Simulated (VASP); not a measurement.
GaN:

```xyz
2
Lattice="0.0000 2.2535 2.2535 2.2535 0.0000 2.2535 2.2535 2.2535 0.0000" Properties=species:S:1:pos:R:3 pbc="T T T"
Ga    0.0000    0.0000    0.0000
N     3.3803    3.3803    3.3803
```

Program: VASP 6.6.1. Alike in all runs: task single point; no spin polarisation; cell as given; k mesh 8 × 8 × 8; cutoff (eV) 520; smearing gaussian 0.01 eV.

Question: Order these runs on this cell by their pressure, lowest first.
A. level PBEsol; potentials or basis VASP PAW PBE potentials, release 64 (Ga_d, N)
B. level revPBE; potentials or basis VASP PAW PBE potentials, release 64 (Ga_d, N)
C. level LDA; potentials or basis VASP PAW LDA potentials, release 64 (Ga_d, N)

Answer: C (-5.5 GPa), A (-1.3 GPa), B (7.9 GPa).

Caveats: the PAW data sets were made with another functional, which shifts forces and pressure a little (some runs).
